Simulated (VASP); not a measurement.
Wanted: the native input for a VASP 6.6.1 run.

- Task: single point
- Functional: PBE
- Potentials or basis: VASP PAW PBE potentials, release 64 (Al, Co, Ni)
- Cutoff: 520 eV
- k mesh: 8 × 8 × 2
- Occupations: gaussian, width 0.2 eV
- Spin: no spin polarisation
- Dipole correction: no
- Further INCAR settings: ALGO = Fast; EDIFF = 1e-06; NBANDS = 42

The structure of Al5Co3Ni2 lies in POSCAR:

```
Al5Co3Ni2
1.0
    2.8455942558      0.0000000000      0.0000000000
    0.0000000000      2.8455942558      0.0000000000
    0.0000000000      0.0000000000     14.5829759201
Al Co Ni
5 3 2
Direct
    0.0000000000      0.0000000000      0.5985542342
    0.0000000000      0.0000000000      0.4014457658
    1.0000000000      0.0000000000      0.2040218952
    0.0000000000      0.0000000000      0.0000000000
    1.0000000000      1.0000000000      0.7959781048
    0.5000000000      0.5000000000      0.5000000000
    0.5000000000      0.5000000000      0.3030737362
    0.5000000000      0.5000000000      0.6969262638
    0.5000000000      0.5000000000      0.1029697602
    0.5000000000      0.5000000000      0.8970302398
```

One way to write it, as run:

INCAR

```
SYSTEM = Al5Co3Ni2
ALGO = Fast ; EDIFF = 1E-6
ENCUT = 520 ; GGA = PE
ISIF = 2 ; ISMEAR = 0
LASPH = .True. ; LCHARG = .False.
LREAL = .False. ; LWAVE = .False.
NBANDS = 42 ; NELM = 60
PREC = Accurate ; SIGMA = 0.2
```

KPOINTS

```
k-points
0
Gamma
  8 8 2
  0 0 0
```

Potentials or basis: VASP PAW PBE potentials, release 64 (Al, Co, Ni).

The run is started by

```sh
$ cat potpaw_PBE.64/Al/POTCAR potpaw_PBE.64/Co/POTCAR potpaw_PBE.64/Ni/POTCAR > POTCAR
$ mpirun -np 1 vasp_std > vasp.out
```

Results of the run:

```json
{
  "Pressure": "0.2 GPa",
  "Largest force": "0.013 eV/Å",
  "Band gap on the k mesh": "zero (bands 31 and 32 overlap by 1.10 eV)"
}
```

Caveat: the run has no spin polarisation, though such a crystal can be magnetic.

Wall time 8.4 min on 1 thread of Intel Xeon 8259CL, with other jobs on the host, peak memory 0.32 GiB.
